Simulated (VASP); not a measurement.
Input of a VASP 6.6.1 run:

INCAR

```
ALGO     = Normal         # electronic algorithm
EDIFF    = 1E-6           # SCF threshold, eV
ENCUT    = 520            # plane-wave cutoff, eV
GGA      = RE             # functional
ISIF     = 2              # what is computed and relaxed
ISMEAR   = -1             # smearing method
LASPH    = T              # aspherical terms in the spheres
LCHARG   = T              # write CHGCAR
LELF     = T              # ELF
LREAL    = F              # projectors in reciprocal space
LVHAR    = T            
LWAVE    = F              # write WAVECAR
NBANDS   = 21             # bands
NELM     = 60             # most SCF steps
PREC     = Accurate       # precision mode
SIGMA    = 0.1            # smearing width, eV
```

File KPOINTS:

```
k-points
0
Gamma
  15 15 7
```

The input POSCAR:

```
W
1.0
    2.6688943703      0.0000000000      0.0000000000
   -1.3344471852      2.3113303247      0.0000000000
    0.0000000000      0.0000000000      4.7598421443
W
2
Direct
    0.3333333333      0.6666666667      0.2500000000
    0.6666666667      0.3333333333      0.7500000000
```

Potentials or basis: VASP PAW PBE potentials, release 64 (W_sv).

Command:

```sh
$ cat potpaw_PBE.64/W_sv/POTCAR > POTCAR
$ mpirun -np 1 vasp_std > vasp.out
```

Question: What does it give for the band gap on the k mesh?

Answer: Zero (band 14 reaches 13.61 eV, above the bottom of band 15 at 11.83 eV).

Question: Estimate the pressure.

Answer: 46.2 GPa.

Stress tensor (GPa, compression positive):
```
49.50  0.00  0.00
 0.00 49.50  0.00
 0.00  0.00 39.68
```

Caveat: the PAW data sets were made with another functional, which shifts forces and pressure a little; spin-orbit coupling is left out, which moves the levels of the heavy elements.
